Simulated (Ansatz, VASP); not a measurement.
Two plane-wave programs on TiAl3

```
CELL_PARAMETERS angstrom
-1.88936 1.88936 4.24172
1.88936 -1.88936 4.24172
1.88936 1.88936 -4.24172
ATOMIC_POSITIONS crystal
Ti 0.00000 0.00000 0.00000
Al 0.50000 0.50000 0.00000
Al 0.75000 0.25000 0.50000
Al 0.25000 0.75000 0.50000
```

Alike in both runs: functional LDA; k mesh 14 × 14 × 14; occupations gaussian, width 0.1 eV; no spin polarisation.

Ansatz relaxed the structure, and its values are those at the end. VASP's run is a single point on that final structure, the one shown.

```csv
,VASP,Ansatz
version,VASP 6.6.1,Ansatz 0.2.0
potentials or method,"VASP PAW LDA potentials, release 64 (Ti_sv, Al), cutoff 520 eV","scalar-relativistic, plane waves, PAW"
valence electrons in the cell,21,21
```

```tsv
	VASP	Ansatz	Ansatz less VASP
gap on the k mesh at the Fermi level (eV)	none	none	-
pressure (GPa)	0.2	0.0	-0.18
```

Ansatz warns that its potentials were made for another functional, while VASP's fit it. LDA's correlation is that of Perdew and Zunger in VASP and of Perdew and Wang (1992) in Ansatz. A gap of «none» marks a metal or a gap that the smearing closes.
